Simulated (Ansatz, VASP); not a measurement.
# Ge3P2 in VASP and in Ansatz

```
Ge P
1.0
     4.51559    0.00000    0.00000
    -2.25780    3.91062    0.00000
     0.00000    0.00000    5.49704
Ge P
3 2
Cartesian
  0.0000 0.0000 0.0000
  0.0000 2.6071 3.8690
  2.2578 1.3035 1.6281
  0.0000 2.6071 1.2840
  2.2578 1.3035 4.2131
```

Alike in both runs: functional PBE; k mesh 12 × 12 × 8; occupations gaussian, width 0.1 eV; no spin polarisation.

Ansatz relaxed the structure, and its values are those at the end. VASP's run is a single point on that final structure, the one shown.

|  | VASP | Ansatz |
| --- | --- | --- |
| version | VASP 6.6.1 | Ansatz 0.2.0 |
| potentials or method | VASP PAW PBE potentials, release 64 (Ge_d, P), cutoff 520 eV | scalar-relativistic, plane waves, PAW |
| valence electrons in the cell | 52 | 52 |

|  | VASP | Ansatz | Ansatz less VASP |
| --- | --- | --- | --- |
| gap on the k mesh at the Fermi level (eV) | none | none | - |
| pressure (GPa) | -0.1 | 0.0 | +0.02 |

A gap of «none» marks a metal or a gap that the smearing closes.
